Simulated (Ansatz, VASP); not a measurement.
# One calculation of BN, two programs

Contents of INCAR:

```
SYSTEM = BN
  PREC = Accurate
  ENCUT = 520
  EDIFF = 1E-7
  ISMEAR = -1
  SIGMA = 0.02
  LREAL = .False.
  LASPH = .True.
  NELM = 100
  ALGO = Normal
  ISIF = 2
  LWAVE = .False.
  LCHARG = .True.
  GGA = PE
  LELF = .True.
  LVHAR = .True.
  NBANDS = 16
```

File KPOINTS:

```
regular mesh
0
Gamma
  11 11 4
  0 0 0
```

Contents of POSCAR:

```
BN
1.0
    2.4539118702      0.0000000000      0.0000000000
   -1.2269559352      2.1251500183      0.0000000000
    0.0000000000      0.0000000000      6.6612000000
B N
2 2
Direct
    0.3333333333      0.6666666667      0.2500000000
    0.6666666667      0.3333333333      0.7500000000
    0.3333333333      0.6666666667      0.7500000000
    0.6666666667      0.3333333333      0.2500000000
```

Input for Ansatz:

```yaml
crystal:
  lattice:
    - [2.4539118702, 0.0, 0.0]
    - [-1.2269559352, 2.1251500183, 0.0]
    - [0.0, 0.0, 6.6612]
  atoms:
    - { symbol: B, position: [0.3333333333, 0.6666666667, 0.25] }
    - { symbol: B, position: [0.6666666667, 0.3333333333, 0.75] }
    - { symbol: "N", position: [0.3333333333, 0.6666666667, 0.75] }
    - { symbol: "N", position: [0.6666666667, 0.3333333333, 0.25] }
kpoints:
  mp_grid: { grid: [11, 11, 4] }
  band_path:
    path:
      - [0.0, 0.0, 0.0]
      - [0.5, 0.0, 0.0]
      - [0.3333333333, 0.3333333333, 0.0]
      - [0.0, 0.0, 0.0]
      - [0.0, 0.0, 0.5]
      - [0.5, 0.0, 0.5]
      - [0.3333333333, 0.3333333333, 0.5]
      - [0.0, 0.0, 0.5]
      - [0.5, 0.0, 0.5]
    npoints: 5
scf:
  occupations: { method: fermi_dirac, width: 0.02 }
hamiltonian:
  xc: pbe
  pseudopotentials: { kind: all_electron, lapw: { basis_error: 0.001 } }
output:
  forces: true
  stress: true
  eigenvalues: true
```

Change from the starting cell: equal xx and yy strain of -2 %.

Alike in both runs: task single point; functional PBE; k mesh 11 × 11 × 4; occupations fermi-dirac, width 0.02 eV; no spin polarisation.

|  | VASP | Ansatz |
| --- | --- | --- |
| version | VASP 6.6.1 | Ansatz 0.2.0 |
| potentials or method | VASP PAW PBE potentials, release 64 (B, N), cutoff 520 eV | all-electron LAPW, scalar-relativistic |

VASP gave:

```
gap on the k mesh at the Fermi level (eV)                     : 4.44
pressure (GPa)                                                : 19.5
traceless stress, the component that is largest in VASP (GPa) : -16.63
```

**Question.** What did Ansatz give for the same quantities?

**Answer.** gap on the k mesh at the Fermi level (eV): 4.44; pressure (GPa): 19.3; traceless stress, the component that is largest in VASP (GPa): -16.35.

Ansatz ran all-electron here, and VASP with PAW potentials.
